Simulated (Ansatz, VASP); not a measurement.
## SnSe: VASP beside Ansatz

The input INCAR:

```
SYSTEM = SnSe
ALGO = Normal
EDIFF = 1E-7
EDIFFG = -0.01
ENCUT = 600
GGA = RE
IBRION = 2
ISIF = 3
ISMEAR = 1
IVDW = 13
LASPH = .True.
LCHARG = .False.
LREAL = .False.
LWAVE = .False.
NELM = 60
NSW = 60
PREC = Accurate
SIGMA = 0.025
```

The input KPOINTS:

```
k-points
0
Gamma
  8 8 8
  0 0 0
```

File POSCAR:

```
SnSe
1.0
    0.0000000000      3.0100000000      3.0100000000
    3.0100000000      0.0000000000      3.0100000000
    3.0100000000      3.0100000000      0.0000000000
Sn Se
1 1
Direct
    0.0000000000      0.0000000000      0.0000000000
    0.5000000000      0.5000000000      0.5000000000
```

input.yaml

```yaml
crystal:
  lattice:
    - [0.0, 3.01, 3.01]
    - [3.01, 0.0, 3.01]
    - [3.01, 3.01, 0.0]
  atoms:
    - { symbol: Sn, position: [0.0, 0.0, 0.0] }
    - { symbol: Se, position: [0.5, 0.5, 0.5] }
hamiltonian:
  xc: revpbe
  pseudopotentials: { kind: paw, partial_waves: polarizable }
  dispersion: d4
kpoints:
  mp_grid: { grid: [8, 8, 8] }
scf:
  occupations: { method: cold, width: 0.025 }
output:
  forces: true
  stress: true
relax:
  f_tol: 0.01
  max_steps: 40
  cell: { stress_tol: 0.05 }
```

Alike in both runs: task relaxation of cell and atoms; functional revPBE; dispersion D4; k mesh 8 × 8 × 8; no spin polarisation.

```csv
,VASP,Ansatz
version,VASP 6.6.1,Ansatz 0.2.0
potentials or method,"VASP PAW PBE potentials, release 64 (Sn_d, Se)",Ansatz PAW polarizable
plane-wave cutoff (eV),600,420
occupations,"methfessel-paxton of order 1, width 0.025 eV","cold, width 0.025 eV"
valence electrons in the cell,20,30
```

```csv
,VASP,Ansatz,Ansatz less VASP
relaxed volume (Å³/atom),26.41,26.40,-0.010
relaxed cell length with the largest relative difference (Å),4.211,4.211,-0.0005
```

VASP's potentials were made for PBE, not for revPBE. VASP's potentials hold 20 valence electrons a cell and Ansatz's 30, so a difference there can come from the potentials and not from the codes.

Noted on Ansatz's run: the plane-wave basis is chosen anew once the cell has moved, so the energies of steps on either side of that aren't comparable.
